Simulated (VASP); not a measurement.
# Se (Im-3m) in VASP: settings compared

The runs below take Se through single point, with r2SCAN, r2SCAN0.

Everything below comes from runs of VASP 6.6.1. Logs are shortened: lines on timing, memory, paths and dates and some standing lists are left out, and cuts for length are marked.

## 1. The cell of the first run

The structure is cubic, space group Im-3m (No. 229). The conventional cell has a = 3.434 Å, b = 3.434 Å, c = 3.434 Å, α = 90.00°, β = 90.00°, γ = 90.00°. Se (site symmetry m-3m) has 14 Se at 2.97 to 3.43 Å within 3.9 Å.

This isn't the form of Se at room conditions, which is trigonal, of chains.

## 2. Single point, r2SCAN

File POSCAR:

```
Se
1.0
   -1.7171672322      1.7171672322      1.7171672322
    1.7171672322     -1.7171672322      1.7171672322
    1.7171672322      1.7171672322     -1.7171672322
Se
1
Direct
    0.0000000000      0.0000000000      0.0000000000
```

File INCAR.step1:

```
SYSTEM = Se
ALGO     = Normal         ! electronic algorithm
EDIFF    = 1E-4           ! SCF threshold, eV
ENCUT    = 520            ! plane-wave cutoff, eV
GGA      = PE             ! functional
ISMEAR   = -1             ! smearing method
LASPH    = .TRUE.         ! aspherical terms in the spheres
LCHARG   = .FALSE.        ! write CHGCAR
LREAL    = .FALSE.        ! projectors in reciprocal space
LWAVE    = .TRUE.         ! write WAVECAR
NBANDS   = 9              ! bands
NELM     = 100            ! most SCF steps
PREC     = Accurate       ! precision mode
SIGMA    = 0.1            ! smearing width, eV
```

File INCAR.step2:

```
SYSTEM = Se
ALGO     = Normal         ! electronic algorithm
EDIFF    = 1E-7           ! SCF threshold, eV
ENCUT    = 520            ! plane-wave cutoff, eV
ISIF     = 2              ! what is computed and relaxed
ISMEAR   = -1             ! smearing method
ISTART   = 1            
LASPH    = .TRUE.         ! aspherical terms in the spheres
LCHARG   = .FALSE.        ! write CHGCAR
LMIXTAU  = .TRUE.       
LREAL    = .FALSE.        ! projectors in reciprocal space
LWAVE    = .FALSE.        ! write WAVECAR
METAGGA  = R2SCAN         ! meta-GGA
NBANDS   = 9              ! bands
NELM     = 100            ! most SCF steps
PREC     = Accurate       ! precision mode
SIGMA    = 0.1            ! smearing width, eV
```

File KPOINTS:

```
k-points
0
G
  7 7 7
  0 0 0
```

Potentials or basis: VASP PAW PBE potentials, release 64 (Se).

The run is started by

```bash
$ cat potpaw_PBE.64/Se/POTCAR > POTCAR
$ cp INCAR.step1 INCAR
$ mpirun -np 1 vasp_std > vasp.out
$ cp INCAR.step2 INCAR
$ mpirun -np 1 vasp_std > vasp.out
```

OUTCAR:

```text
SYSTEM = Se
   EDIFF = 1E-7
   ENCUT = 520
   ISIF = 2
   ISMEAR = -1
   ISTART = 1
   LASPH = .TRUE.
   LREAL = .FALSE.
   METAGGA = R2SCAN
   NELM = 100
   PREC = Accurate

 ion  position               nearest neighbor table
   1  0.000  0.000  0.000-

  LATTYP: Found a body centered cubic cell.
 ALAT       =     3.4343344644

  Lattice vectors:

 A1 = (  -1.7171672322,   1.7171672322,   1.7171672322)
 A2 = (   1.7171672322,  -1.7171672322,   1.7171672322)
 A3 = (   1.7171672322,   1.7171672322,  -1.7171672322)

Analysis of symmetry for initial positions (statically):
=====================================================================
 Subroutine PRICEL returns:
 Original cell was already a primitive cell.

 Routine SETGRP: Setting up the symmetry group for a
 body centered cubic supercell.

 Subroutine GETGRP returns: Found 48 space group operations
 (whereof 48 operations were pure point group operations)
 out of a pool of 48 trial point group operations.

The static configuration has the point symmetry O_h .

Analysis of symmetry for dynamics (positions and initial velocities):
=====================================================================
 Subroutine PRICEL returns:
 Original cell was already a primitive cell.

 Routine SETGRP: Setting up the symmetry group for a
 body centered cubic supercell.

 Subroutine GETGRP returns: Found 48 space group operations
 (whereof 48 operations were pure point group operations)
 out of a pool of 48 trial point group operations.

The dynamic configuration has the point symmetry O_h .

 Subroutine INISYM returns: Found 48 space group operations
 (whereof 48 operations are pure point group operations),
 and found     1 'primitive' translations

----------------------------------------------------------------------------------------

                                     Primitive cell

  volume of cell :      20.2534

  direct lattice vectors                    reciprocal lattice vectors
    -1.717167232  1.717167232  1.717167232     0.000000000  0.291177231  0.291177231
     1.717167232 -1.717167232  1.717167232     0.291177231  0.000000000  0.291177231
     1.717167232  1.717167232 -1.717167232     0.291177231  0.291177231  0.000000000

  length of vectors
     2.974220891  2.974220891  2.974220891     0.411786789  0.411786789  0.411786789

  position of ions in fractional coordinates (direct lattice)
     0.000000000  0.000000000  0.000000000

[... 72 lines left out ...]
   EDIFFG = 0.1E-05   stopping-criterion for IOM
   NSW    =      0    number of steps for IOM
   IBRION =     -1    ionic relax: 0-MD 1-quasi-New 2-CG
   NFREE  =      0    steps in history (QN), initial steepest desc. (CG)
   ISIF   =      2    stress and relaxation
   ISYM   =      2    0-nonsym 1-usesym 2-fastsym
   POTIM  = 0.5000    time-step for ionic-motion
   TEBEG  =    0.0;   TEEND  =   0.0 temperature during run
   PSTRESS=    0.0 pullay stress
   NELECT =       6.0000    total number of electrons
   NUPDOWN=      -1.0000    fix difference up-down
   EMIN   =  10.00;   EMAX   =-10.00  energy-range for DOS
   EFERMI =   0.00;   METHOD = LEGACY
   ISMEAR =    -1;   SIGMA  =   0.10  broadening in eV -4-tet -1-fermi 0-gaus
   EFERMI_NEDOS =   21; number of points for ismear=-14 and -15
   IALGO  =     38    algorithm
   IMIX   =      4    mixing-type and parameters
     AMIX     =   0.40;   BMIX     =  1.00
     AMIX_MAG =   1.60;   BMIX_MAG =  1.00
  volume/ion in A,a.u.               =      20.25       136.68
  Fermi-wavevector in a.u.,A,eV,Ry     =   1.091338  2.062330 16.204796  1.191019
  Thomas-Fermi vector in A             =   2.227581
   LORBIT       =      0    0 simple, 1 ext, 2 COOP (PROOUT), +10 PAW based schemes
   METAGGA = R2SCAN    functional components
   LHFCALC =     F    Hartree Fock is set to
   AEXX    =    0.0000 exact exchange contribution
   IVDW    =     0    specifies the selected vdW correction
   LEPSILON=     F    determine dielectric tensor
   LRPA    =     F    only Hartree local field effects (RPA)
 non-spin polarized calculation
  energy-cutoff  :      520.00
  volume of cell :       20.25
 maximum number of plane-waves:       559
 NGX is ok and might be reduce to    24
   NGX = 11   NGY = 11   NGZ = 11

 number of electron       5.9999999 magnetization

 Free energy of the ion-electron system (eV)
  ---------------------------------------------------
  ext. energy  EPLUGINS =         0.00000000
  ---------------------------------------------------
  free energy    TOTEN  =       -13.65005957 eV

  energy without entropy =      -13.63480914  energy(sigma->0) =      -13.64243435

 E-fermi :   5.4333     XC(G=0): -11.1257

 val. band max:        5.3833779383   @ k =   0.4286   0.0000   0.0000
 cond. band min:       5.6875698886   @ k =  -0.1429   0.1429   0.1429
 fundamental gap:      0.3041919503
 Fermi energy:         5.4332649699

 k-point     1 :       0.0000    0.0000    0.0000
  band No.  band energies     occupation
      1     -11.5012      2.00000
      2       8.4183      0.00000
      3       8.4183      0.00000
      4       8.4183      0.00000
      5      17.8362      0.00000
      6      18.2607      0.00000
      7      18.2607      0.00000
      8      18.2607      0.00000
      9      21.7130      0.00000
[... 217 lines left out ...]
 k-point    20 :      -0.4286    0.4286    0.4286
  band No.  band energies     occupation
      1      -5.7369      2.00000
      2       1.6762      2.00000
      3       2.0992      2.00000
      4       2.0992      2.00000
      5      10.2958      0.00000
      6      11.3357      0.00000
      7      26.1736      0.00000
      8      26.1736      0.00000
      9      27.0577      0.00000

------------------------ aborting loop because EDIFF is reached ----------------------------------------

  FORCE on cell =-STRESS in cart. coord.  units (eV):
  Direction    XX          YY          ZZ          XY          YZ          ZX
  --------------------------------------------------------------------------------------
  -------------------------------------------------------------------------------------
  Total       -0.2414165     -0.2414165     -0.2414165     -0.0000000     -0.0000000     -0.0000000
  in kB      -19.0976457    -19.0976457    -19.0976457     -0.0000000     -0.0000000     -0.0000000
  external PRESSURE =     -19.0976457 kB  Pullay stress =       0.0000000 kB

 VOLUME and BASIS-vectors are now :
 -----------------------------------------------------------------------------
  energy-cutoff  :      520.00
  volume of cell :       20.25
      direct lattice vectors                 reciprocal lattice vectors
    -1.717167232  1.717167232  1.717167232     0.000000000  0.291177231  0.291177231
     1.717167232 -1.717167232  1.717167232     0.291177231  0.000000000  0.291177231
     1.717167232  1.717167232 -1.717167232     0.291177231  0.291177231  0.000000000

 POSITION                                       TOTAL-FORCE (eV/Angst)
 -----------------------------------------------------------------------------------
      0.00000      0.00000      0.00000         0.000000      0.000000     -0.000000
 -----------------------------------------------------------------------------------
    total drift:                                0.000000     -0.000000     -0.000000

  FREE ENERGIE OF THE ION-ELECTRON SYSTEM (eV)
  ---------------------------------------------------
  free  energy   TOTEN  =       -13.6500595694 eV

  energy  without entropy=      -13.6348091368  energy(sigma->0) =      -13.64243435
```

OUTCAR.step1:

```text
SYSTEM = Se
   EDIFF = 1E-4
   ENCUT = 520
   GGA = PE
   ISMEAR = -1
   LASPH = .TRUE.
   LREAL = .FALSE.
[... 449 lines left out ...]
 -----------------------------------------------------------------------------------
      0.00000      0.00000      0.00000        -0.000000      0.000000     -0.000000
 -----------------------------------------------------------------------------------
    total drift:                                0.000000      0.000000     -0.000000

  FREE ENERGIE OF THE ION-ELECTRON SYSTEM (eV)
  ---------------------------------------------------
  free  energy   TOTEN  =        -2.9696301138 eV

  energy  without entropy=       -2.9525099120  energy(sigma->0) =       -2.96107001
```

OSZICAR.step1:

```text
N       E                     dE             d eps       ncg     rms          rms(c)
DAV:   1     0.881133456877E+01    0.88113E+01   -0.27060E+03   360   0.558E+02
DAV:   2    -0.269250477634E+01   -0.11504E+02   -0.11063E+02   495   0.761E+01
DAV:   3    -0.296924017357E+01   -0.27674E+00   -0.27347E+00   401   0.102E+01
DAV:   4    -0.296966604558E+01   -0.42587E-03   -0.42586E-03   484   0.497E-01
DAV:   5    -0.296966646237E+01   -0.41679E-06   -0.41685E-06   439   0.138E-02    0.288E+00
DAV:   6    -0.296904180562E+01    0.62466E-03   -0.31743E-03   399   0.304E-01    0.169E+00
DAV:   7    -0.296960557075E+01   -0.56377E-03   -0.53764E-03   416   0.403E-01    0.753E-02
DAV:   8    -0.296963011384E+01   -0.24543E-04   -0.15084E-04   391   0.745E-02
   1 F= -.29696301E+01 E0= -.29610700E+01  d E =-.171202E-01
```

Run time: 15 s. Hardware: 1 thread of Intel Xeon Platinum 8259CL at 2.50GHz (Skylake/Cascade Lake), shared host; peak memory 0.14 GiB.

What came out:

```
Free energy            : -13.6501 eV
Pressure               : -1.9 GPa
Band gap on the k mesh : zero (bands 3 and 4 overlap by 6.32 eV)
```

Levels at points of the mesh, in eV from the Fermi level:
| k point | band 1 | band 2 | band 3 | band 4 | band 5 | band 6 |
| --- | --- | --- | --- | --- | --- | --- |
| (0.00, 0.00, 0.00) | -16.93 | 2.99 | 2.99 | 2.99 | 12.40 | 12.83 |

Caveat: the k points lie up to 0.37 Å⁻¹ apart, too coarse for converged energies and pressures of a metal; the PAW data sets were made with another functional, which shifts forces and pressure a little.

## 3. Single point, r2SCAN0

POSCAR is that of step 2.

File INCAR.step1:

```
SYSTEM = Se
PREC     = Accurate       ! precision mode
ENCUT    = 520            ! plane-wave cutoff, eV
EDIFF    = 1E-5           ! SCF threshold, eV
ISMEAR   = -1             ! smearing method
SIGMA    = 0.1            ! smearing width, eV
LREAL    = .FALSE.        ! projectors in reciprocal space
LASPH    = .TRUE.         ! aspherical terms in the spheres
NELM     = 100            ! most SCF steps
ALGO     = Normal         ! electronic algorithm
ISIF     = 2              ! what is computed and relaxed
LWAVE    = .TRUE.         ! write WAVECAR
LCHARG   = .FALSE.        ! write CHGCAR
NBANDS   = 9              ! bands
GGA      = PE             ! functional
```

File INCAR.step2:

```
SYSTEM = Se
PREC     = Accurate       ! precision mode
ENCUT    = 520            ! plane-wave cutoff, eV
EDIFF    = 1E-7           ! SCF threshold, eV
ISMEAR   = -1             ! smearing method
SIGMA    = 0.1            ! smearing width, eV
LREAL    = .FALSE.        ! projectors in reciprocal space
LASPH    = .TRUE.         ! aspherical terms in the spheres
NELM     = 100            ! most SCF steps
ALGO     = Normal         ! electronic algorithm
ISIF     = 2              ! what is computed and relaxed
LWAVE    = .FALSE.        ! write WAVECAR
LCHARG   = .FALSE.        ! write CHGCAR
METAGGA  = R2SCAN         ! meta-GGA
LHFCALC  = .TRUE.         ! exact exchange
AEXX     = 0.25           ! exact-exchange fraction
LMIXTAU  = .TRUE.       
PRECFOCK = Normal       
NBANDS   = 9              ! bands
ISTART   = 1
```

File KPOINTS:

```
Automatic mesh
0
G
  7 7 7
  0 0 0
```

Potentials or basis: VASP PAW PBE potentials, release 64 (Se).

The run is started by

```bash
$ cat potpaw_PBE.64/Se/POTCAR > POTCAR
$ cp INCAR.step1 INCAR
$ mpirun -np 1 vasp_std > vasp.out
$ cp INCAR.step2 INCAR
$ mpirun -np 1 vasp_std > vasp.out
```

It took 18 min on 1 thread of Intel Xeon Platinum 8259CL at 2.50GHz (Skylake/Cascade Lake), shared host; peak memory 0.16 GiB.

Results (log left out):

* Free energy: -12.2793 eV
* Pressure: -6.2 GPa
* Band gap on the k mesh: zero (bands 3 and 4 overlap by 8.09 eV)

Levels at points of the mesh, in eV from the Fermi level:
| k point | band 1 | band 2 | band 3 | band 4 | band 5 | band 6 | band 7 | band 8 |
| --- | --- | --- | --- | --- | --- | --- | --- | --- |
| (0.00, 0.00, 0.00) | -18.86 | 4.00 | 4.00 | 4.00 | 13.33 | 14.04 | 14.04 | 14.04 |

Caveat: the k points lie up to 0.37 Å⁻¹ apart, too coarse for converged energies and pressures of a metal; the PAW data sets were made with another functional, which shifts forces and pressure a little.
